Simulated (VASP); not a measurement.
# ScAgTe2 (R-3m) in VASP: further runs, part 2 of 2

VASP 6.6.1.

## 3. Relaxation of cell and atoms, PBE

This run uses another cell than the first one, of 30.31 Å³/atom.

Input file INCAR:

```
SYSTEM = ScAgTe2
ALGO     = Normal         ! electronic algorithm
EDIFF    = 1E-6           ! SCF threshold, eV
EDIFFG   = -0.005         ! ionic threshold
ENCUT    = 600            ! plane-wave cutoff, eV
GGA      = PE             ! functional
IBRION   = 2              ! ionic algorithm
ISIF     = 3              ! what is computed and relaxed
ISMEAR   = -1             ! smearing method
LASPH    = .TRUE.         ! aspherical terms in the spheres
LCHARG   = .FALSE.        ! write CHGCAR
LREAL    = .FALSE.        ! projectors in reciprocal space
LWAVE    = .FALSE.        ! write WAVECAR
NELM     = 60             ! most SCF steps
NSW      = 80             ! ionic steps
PREC     = Accurate       ! precision mode
SIGMA    = 0.02           ! smearing width, eV
```

Input file KPOINTS:

```
k-points
0
G
  6 6 6
  0 0 0
```

Input file POSCAR:

```
ScAgTe2
1.0
    2.2047826318      1.2729318460      7.2007899223
   -2.2047826318      1.2729318460      7.2007899223
    0.0000000000     -2.5458636920      7.2007899223
Ag Sc Te
1 1 2
Direct
    1.0000000000      0.0000000000      0.0000000000
    0.5000000000      0.5000000000      0.5000000000
    0.2500000000      0.2500000000      0.2500000000
    0.7500000000      0.7500000000      0.7500000000
```

Potentials or basis: VASP PAW PBE potentials, release 64 (Ag, Sc_sv, Te).

Command:

```
$ cat potpaw_PBE.64/Ag/POTCAR potpaw_PBE.64/Sc_sv/POTCAR potpaw_PBE.64/Te/POTCAR > POTCAR
$ mpirun -np 1 vasp_std > vasp.out
```

OUTCAR:

```text
SYSTEM = ScAgTe2
   EDIFF = 1E-6
   EDIFFG = -0.005
   ENCUT = 600
   GGA = PE
   IBRION = 2
   ISIF = 3
   ISMEAR = -1
   LASPH = .TRUE.
   LREAL = .FALSE.
   NELM = 60
   NSW = 80
   PREC = Accurate

 ion  position               nearest neighbor table
   1  0.000  0.000  0.000-   4 3.12   4 3.12   3 3.12   3 3.12   4 3.12   3 3.12
   2  0.500  0.500  0.500-   3 3.12   3 3.12   4 3.12   4 3.12   3 3.12   4 3.12
   3  0.250  0.250  0.250-   1 3.12   1 3.12   2 3.12   2 3.12   1 3.12   2 3.12
   4  0.750  0.750  0.750-   2 3.12   2 3.12   1 3.12   1 3.12   2 3.12   1 3.12

  LATTYP: Found a trigonal (rhomboedric) cell.
 ALAT       =     7.6375910759
 COS(alpha) =     0.8333333333

  Lattice vectors:

 A1 = (   2.2047826318,   1.2729318460,   7.2007899223)
 A2 = (  -2.2047826318,   1.2729318460,   7.2007899223)
 A3 = (   0.0000000000,  -2.5458636920,   7.2007899223)

Analysis of symmetry for initial positions (statically):
=====================================================================
 Subroutine PRICEL returns:
 Original cell was already a primitive cell.

 Routine SETGRP: Setting up the symmetry group for a
 trigonal (rhombohedral) supercell.

 Subroutine GETGRP returns: Found 12 space group operations
 (whereof 12 operations were pure point group operations)
 out of a pool of 12 trial point group operations.

The static configuration has the point symmetry D_3d.

[... 147 lines left out ...]
 conjugate gradient relaxation of ions
 non-spin polarized calculation
  energy-cutoff  :      600.00
  volume of cell :      121.26
 maximum number of plane-waves:      4121
 NGX is ok and might be reduce to    64
   NGX = 31   NGY = 31   NGZ = 31

--------------------------------------- Ionic step        1  -------------------------------------------

 number of electron      34.0000001 magnetization

 Free energy of the ion-electron system (eV)
  ---------------------------------------------------
  ext. energy  EPLUGINS =         0.00000000
  ---------------------------------------------------
  free energy    TOTEN  =       -17.83560025 eV

  energy without entropy =      -17.83560015  energy(sigma->0) =      -17.83560020

 E-fermi :   4.8951     XC(G=0):  -9.2775

 val. band max:        4.6655446619   @ k =   0.5000   0.5000   0.5000
 cond. band min:       5.1334312361   @ k =   0.5000   0.5000   0.0000
 fundamental gap:      0.4678865742
 Fermi energy:         4.8950955916

 k-point     1 :       0.0000    0.0000    0.0000
  band No.  band energies     occupation
      1     -46.1719      2.00000
      2     -24.7470      2.00000
      3     -24.7321      2.00000
      4     -24.7321      2.00000
      5      -6.5715      2.00000
      6      -5.7522      2.00000
[... 870 lines left out ...]
--------------------------------------- Ionic step        9  -------------------------------------------

 number of electron      34.0000000 magnetization

 Free energy of the ion-electron system (eV)
  ---------------------------------------------------
  ext. energy  EPLUGINS =         0.00000000
  ---------------------------------------------------
  free energy    TOTEN  =       -18.10961648 eV

  energy without entropy =      -18.10961200  energy(sigma->0) =      -18.10961424

 E-fermi :   6.0495     XC(G=0):  -9.7708

 val. band max:        5.9044490366   @ k =   0.5000   0.5000   0.5000
 cond. band min:       6.2026897107   @ k =   0.5000   0.5000   0.0000
 fundamental gap:      0.2982406741
 Fermi energy:         6.0495023719

 k-point     1 :       0.0000    0.0000    0.0000
  band No.  band energies     occupation
      1     -44.6524      2.00000
      2     -23.2661      2.00000
      3     -23.2447      2.00000
      4     -23.2447      2.00000
      5      -5.9944      2.00000
      6      -4.9424      2.00000
[... 598 lines left out ...]
  FREE ENERGIE OF THE ION-ELECTRON SYSTEM (eV)
  ---------------------------------------------------
  free  energy   TOTEN  =       -18.1096164820 eV

  energy  without entropy=      -18.1096120049  energy(sigma->0) =      -18.10961424

 reached required accuracy - stopping structural energy minimisation
```

Run time: 27 min. Hardware: 1 thread of AMD EPYC 7R43 (Zen 3), shared host; peak memory 0.69 GiB.

What came out:

```yaml
Free_energy: -18.1096 eV
Relaxed_volume: 27.11 Å³/atom
Relaxed_cell: a = 7.428 Å, b = 7.428 Å, c = 7.428 Å, α = 33.04°, β = 33.04°, γ = 33.04°
Space_group_after_relaxing_to_0.1_Å: R-3m (No. 166)
Energy_gained_by_relaxing: 68.5 meV/atom
Ionic_steps: 9
Pressure_after_relaxing: 0.0 GPa
Band_gap_on_the_k_mesh: 0.30 eV (least direct gap 0.83 eV)
```

Step by step:
```tsv
step	energy change (eV)	largest force (eV/Å)	pressure (GPa)	volume (Å³)
1	0.0000	0.5942	-5.16	121.26
2	-0.2497	0.1603	1.66	104.91
3	-0.2621	0.2463	0.16	107.50
4	-0.2676	0.1726	0.12	107.72
5	-0.2734	0.0110	0.07	108.27
6	-0.2735	0.0159	0.09	108.29
7	-0.2737	0.0000	-0.10	108.63
8	-0.2737	0.0001	-0.10	108.64
9	-0.2740	0.0008	-0.01	108.45
```

Final structure:
```
CELL_PARAMETERS angstrom
2.11235 1.21957 7.01627
-2.11235 1.21957 7.01627
0.00000 -2.43914 7.01627
ATOMIC_POSITIONS crystal
Ag 0.00000 0.00000 0.00000
Sc 0.50000 0.50000 0.50000
Te 0.24688 0.24688 0.24688
Te 0.75312 0.75312 0.75312
```

Levels at points of the mesh, in eV from the valence-band top:
```
           k point  band 15  band 16  band 17  band 18  band 19  band 20
(0.00, 0.00, 0.00)    -0.66    -0.51    -0.51     0.87     0.87     0.92
(0.50, 0.00, 0.00)    -2.32    -1.57    -0.99     0.52     1.49     1.60
(0.50, 0.50, 0.00)    -2.06    -1.45    -1.11     0.30     1.05     1.51
(0.50, 0.50, 0.50)    -2.02     0.00     0.00     0.83     0.83     1.09
```

Caveat: semilocal functionals underestimate gaps, and a narrow one can read as zero; spin-orbit coupling is left out, which moves the levels of the heavy elements. A k mesh can miss the band edges.
